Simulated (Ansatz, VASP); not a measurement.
## Two plane-wave programs on Ta3Br2

```
Ta Br
1.0
     1.61810    0.93421   12.23029
    -1.61810    0.93421   12.23029
     0.00000   -1.86842   12.23029
Ta Br
3 2
Direct
  0.00000 0.00000 0.00000
  0.19205 0.19205 0.19205
  0.80795 0.80795 0.80795
  0.38635 0.38635 0.38635
  0.61365 0.61365 0.61365
```

Alike in both runs: functional PBE; k mesh 6 × 6 × 6; occupations gaussian, width 0.1 eV; no spin polarisation.

Ansatz relaxed the structure, and its values are those at the end. VASP's run is a single point on that final structure, the one shown.

|  | VASP | Ansatz |
| --- | --- | --- |
| version | VASP 6.6.1 | Ansatz 0.2.0 |
| potentials or method | VASP PAW PBE potentials, release 64 (Ta_pv, Br), cutoff 520 eV | scalar-relativistic, plane waves, PAW |
| valence electrons in the cell | 47 | 53 |

|  | VASP | Ansatz | Ansatz less VASP |
| --- | --- | --- | --- |
| gap on the k mesh at the Fermi level (eV) | none | none | - |
| pressure (GPa) | 0.0 | -0.1 | -0.09 |
| rms of the force components (eV/Å) | 0.008 | 0.004 | -0.0036 |

A gap of «none» marks a metal or a gap that the smearing closes. VASP's potentials hold 47 valence electrons a cell and Ansatz's 53, so a difference there can come from the potentials and not from the codes.

The k mesh is coarse, so the values compare programs but aren't converged. Spin-orbit coupling is off throughout.
